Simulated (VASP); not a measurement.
Input of a VASP 6.6.1 run:

INCAR

```
SYSTEM = CoSn2
PREC = Accurate ; ENCUT = 520
EDIFF = 1E-6 ; ISMEAR = -1
SIGMA = 0.2 ; LREAL = .False.
LASPH = .True. ; NELM = 100
ALGO = Fast ; ISIF = 2
LWAVE = .False. ; LCHARG = .True.
GGA = PS ; LELF = .True.
LVHAR = .True. ; NBANDS = 46
```

Contents of KPOINTS:

```
Automatic mesh
0
Gamma
  8 8 8
  0 0 0
```

File POSCAR:

```
CoSn2
1.0
   -3.1825000000      3.1825000000      2.7285000000
    3.1825000000     -3.1825000000      2.7285000000
    3.1825000000      3.1825000000     -2.7285000000
Co Sn
2 4
Direct
    0.2500000000      0.2500000000      0.0000000000
    0.7500000000      0.7500000000      0.0000000000
    0.6580000000      0.1580000000      0.8160000000
    0.1580000000      0.3420000000      0.5000000000
    0.3420000000      0.8420000000      0.1840000000
    0.8420000000      0.6580000000      0.5000000000
```

Potentials or basis: VASP PAW PBE potentials, release 64 (Co, Sn_d).

Command:

```bash
$ cat potpaw_PBE.64/Co/POTCAR potpaw_PBE.64/Sn_d/POTCAR > POTCAR
$ mpirun -np 1 vasp_std > vasp.out
```

Task: Predict the band gap on the k mesh.

Result: Zero (bands 37 and 38 overlap by 1.42 eV).

Task: Estimate the largest force.

Result: 0.858 eV/Å.

Forces in eV/Å, atoms in the order of the input:
```
Co   0.000  0.000  0.000
Co   0.000  0.000  0.000
Sn   0.607  0.607  0.000
Sn  -0.607  0.607  0.000
Sn  -0.607 -0.607  0.000
Sn   0.607 -0.607  0.000
```

Caveat: the cell stands under tension; the PAW data sets were made with another functional, which shifts forces and pressure a little; spin-orbit coupling is left out, which moves the levels of the heavy elements; the run has no spin polarisation, though such a crystal can be magnetic. Spin polarisation is off, so any magnetic state and its effect on volume and gap are missing.
